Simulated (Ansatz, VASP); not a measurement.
One calculation of WS2, two programs

```
W S
1.0
     3.16995    0.00000    0.00000
    -1.58497    2.74525    0.00000
     0.00000    0.00000   12.11634
W S
2 4
Direct
  0.33333 0.66667 0.25000
  0.66667 0.33333 0.75000
  0.66667 0.33333 0.37864
  0.66667 0.33333 0.12136
  0.33333 0.66667 0.87864
  0.33333 0.66667 0.62136
```

Change from the starting cell: uniaxial_z strain -3.0%.

Alike in both runs: task single point; functional PBE; k mesh 12 × 12 × 2; occupations fermi-dirac, width 0.02 eV; no spin polarisation.

|  | VASP | Ansatz |
| --- | --- | --- |
| version | VASP 6.6.1 | Ansatz 0.2.0 |
| potentials or method | VASP PAW PBE potentials, release 64 (W_sv, S) | plane waves, PAW |
| plane-wave cutoff (eV) | 500 | 420 |
| valence electrons in the cell | 52 | 52 |

VASP gave:

| Property | Result |
| --- | --- |
| gap on the k mesh at the Fermi level (eV) | 0.91 |
| pressure (GPa) | 4.2 |
| traceless stress, the component that is largest in VASP (GPa) | 1.87 |
| rms of the force components (eV/Å) | 0.099 |

Q: What did Ansatz give for the same quantities?

A: gap on the k mesh at the Fermi level (eV): 0.89; pressure (GPa): 4.2; traceless stress, the component that is largest in VASP (GPa): 1.86; rms of the force components (eV/Å): 0.098.

Atom by atom the forces differ by 0.001 eV/Å (rms over components).

Spin-orbit coupling is off throughout.
